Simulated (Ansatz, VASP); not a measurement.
# One calculation of F, two programs

INCAR

```
PREC = Accurate
ENCUT = 520
EDIFF = 1E-7
ISMEAR = 0
SIGMA = 0.05
LREAL = F
LASPH = T
NELM = 80
ALGO = Normal
ISIF = 2
LWAVE = F
LCHARG = T
GGA = PE
IVDW = 12
LELF = T
LVHAR = T
NBANDS = 22
```

The input KPOINTS:

```
regular mesh
0
Gamma
  8 8 4
```

POSCAR

```
F
1.0
    3.0873948064     -1.8111049627      0.3258218332
    3.0873948064      1.8111049627      0.3258218332
   -0.8556314878      0.0000000000      6.8207884807
F
4
Direct
    0.9138648456      0.5855481450      0.0939279973
    0.4144518550      0.0861351544      0.4060720027
    0.0861351544      0.4144518550      0.9060720027
    0.5855481450      0.9138648456      0.5939279973
```

Input for Ansatz:

```yaml
crystal:
  lattice:
    - [3.0873948064, -1.8111049627, 0.3258218332]
    - [3.0873948064, 1.8111049627, 0.3258218332]
    - [-0.8556314878, 0.0, 6.8207884807]
  atoms:
    - { symbol: F, position: [0.9138648456, 0.585548145, 0.0939279973] }
    - { symbol: F, position: [0.414451855, 0.0861351544, 0.4060720027] }
    - { symbol: F, position: [0.0861351544, 0.414451855, 0.9060720027] }
    - { symbol: F, position: [0.585548145, 0.9138648456, 0.5939279973] }
basis:
  ecutwfc: 520.0
kpoints:
  mp_grid: { grid: [8, 8, 4] }
hamiltonian:
  xc: pbe
  dispersion: d3bj
scf:
  occupations: { method: gaussian, width: 0.05 }
output:
  forces: true
  stress: true
  eigenvalues: true
```

Change from the starting cell: volume 19.322 Å^3 an atom, stretch along a over the lengths across it, relative to the relaxed cell 1.0835.

Alike in both runs: task single point; functional PBE; dispersion D3(BJ); k mesh 8 × 8 × 4; occupations gaussian, width 0.05 eV; no spin polarisation.

|  | VASP | Ansatz |
| --- | --- | --- |
| version | VASP 6.6.1 | Ansatz 0.2.0 |
| potentials or method | VASP PAW PBE potentials, release 64 (F), cutoff 520 eV | scalar-relativistic, plane waves, PAW |
| valence electrons in the cell | 28 | 28 |

Ansatz gave:

| Property | Result |
| --- | --- |
| gap on the k mesh at the Fermi level (eV) | 2.90 |
| least direct gap on the mesh (eV) | 2.90 |
| pressure (GPa) | -1.2 |
| traceless stress, the component that is largest in VASP (GPa) | -1.41 |
| rms of the force components (eV/Å) | 0.294 |

Estimate VASP's values.

gap on the k mesh at the Fermi level (eV): 2.83; least direct gap on the mesh (eV): 2.83; pressure (GPa): -1.0; traceless stress, the component that is largest in VASP (GPa): -0.43; rms of the force components (eV/Å): 0.095.

Atom by atom the forces differ by 0.199 eV/Å (rms over components). One of these differences is far larger than is usual between the two programs; its cause wasn't traced.
